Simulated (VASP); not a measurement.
Here is a VASP 6.6.1 calculation.

INCAR

```
SYSTEM = Mg
PREC = Accurate ; ENCUT = 600
EDIFF = 1E-6 ; ISMEAR = -1
SIGMA = 0.1 ; LREAL = .FALSE.
LASPH = .TRUE. ; NELM = 60
ALGO = Normal ; ISIF = 3
LWAVE = .FALSE. ; LCHARG = .FALSE.
GGA = PE ; IBRION = 2
NSW = 80 ; EDIFFG = -0.01
```

Contents of KPOINTS:

```
regular mesh
0
G
  12 12 12
  0 0 0
```

Contents of POSCAR:

```
Mg
1.0
    0.0000000000      2.2649029606      2.2649029606
    2.2649029606      0.0000000000      2.2649029606
    2.2649029606      2.2649029606      0.0000000000
Mg
1
Direct
    0.0000000000      0.0000000000      0.0000000000
```

Potentials or basis: VASP PAW PBE potentials, release 64 (Mg).

The run is started by

```console
$ cat potpaw_PBE.64/Mg/POTCAR > POTCAR
$ mpirun -np 1 vasp_std > vasp.out
```

Question: What does it give for the relaxed volume?

Answer: 23.04 Å³/atom.

Question: Estimate the space group after relaxing (to 0.05 Å).

Answer: Fm-3m (No. 225).

Question: What does it give for the band gap on the k mesh?

Answer: Zero (band 1 reaches 4.05 eV, above the bottom of band 2 at 1.32 eV).

Question: Estimate the relaxed cell.

Answer: a = 3.194 Å, b = 3.194 Å, c = 3.194 Å, α = 60.00°, β = 60.00°, γ = 60.00°.

Step by step:
| step | energy change (eV) | largest force (eV/Å) | pressure (GPa) | volume (Å³) |
| --- | --- | --- | --- | --- |
| 1 | 0.0000 | 0.0000 | -0.29 | 23.24 |
| 2 | -0.0002 | 0.0000 | -0.08 | 23.10 |
| 3 | -0.0002 | 0.0000 | 0.01 | 23.04 |
